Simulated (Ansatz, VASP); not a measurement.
# GaP in VASP and in Ansatz

```
Ga P
1.0
     0.00000    2.73305    2.73305
     2.73305    0.00000    2.73305
     2.73305    2.73305    0.00000
Ga P
1 1
Direct
  0.00000 0.00000 0.00000
  0.75000 0.75000 0.75000
```

Alike in both runs: task single point; functional r2SCAN; dispersion D4; k mesh 8 × 8 × 8; occupations gaussian, width 0.05 eV; no spin polarisation.

```csv
,VASP,Ansatz
version,VASP 6.6.1,Ansatz 0.2.0
potentials or method,"VASP PAW PBE potentials, release 64 (Ga_d, P), cutoff 520 eV","scalar-relativistic, plane waves, PAW"
valence electrons in the cell,18,18
```

|  | VASP | Ansatz | Ansatz less VASP |
| --- | --- | --- | --- |
| gap on the k mesh at the Fermi level (eV) | 1.92 | 1.91 | -0.008 |
| least direct gap on the mesh (eV) | 2.27 | 2.29 | +0.021 |
| pressure (GPa) | -1.8 | -1.7 | +0.06 |

VASP's potentials were made for PBE, not for r2SCAN.
